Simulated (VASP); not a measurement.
A run of VASP 6.6.1:

INCAR

```
ALGO = Fast
EDIFF = 1E-7
ENCUT = 520
GGA = PE
ISIF = 2
ISMEAR = 0
LASPH = T
LCHARG = F
LREAL = F
LWAVE = F
NBANDS = 28
NELM = 100
PREC = Accurate
SIGMA = 0.1
```

KPOINTS

```
k-points
0
Gamma
  4 4 4
```

POSCAR

```
Cs3In
1.0
    0.0000000000      4.4508259600      4.4508259600
    4.4508259600      0.0000000000      4.4508259600
    4.4508259600      4.4508259600      0.0000000000
Cs In
3 1
Direct
    0.0000000000      0.0000000000      0.0000000000
    0.2500000000      0.2500000000      0.2500000000
    0.7500000000      0.7500000000      0.7500000000
    0.5000000000      0.5000000000      0.5000000000
```

Potentials or basis: VASP PAW PBE potentials, release 64 (Cs_sv, In_d).

Command:

```bash
$ cat potpaw_PBE.64/Cs_sv/POTCAR potpaw_PBE.64/In_d/POTCAR > POTCAR
$ mpirun -np 1 vasp_std > vasp.out
```

Hardware: 1 thread of Intel(R) Xeon(R) Platinum 8259CL CPU @ 2.50GHz (Skylake/Cascade Lake) (shared host).

Question: Estimate the wall time of this run.

Answer: Wall time 58 s on 1 thread of Intel(R) Xeon(R) Platinum 8259CL CPU @ 2.50GHz (Skylake/Cascade Lake) (shared host), peak memory 0.33 GiB. Counts: scf iterations 17, k points 8.
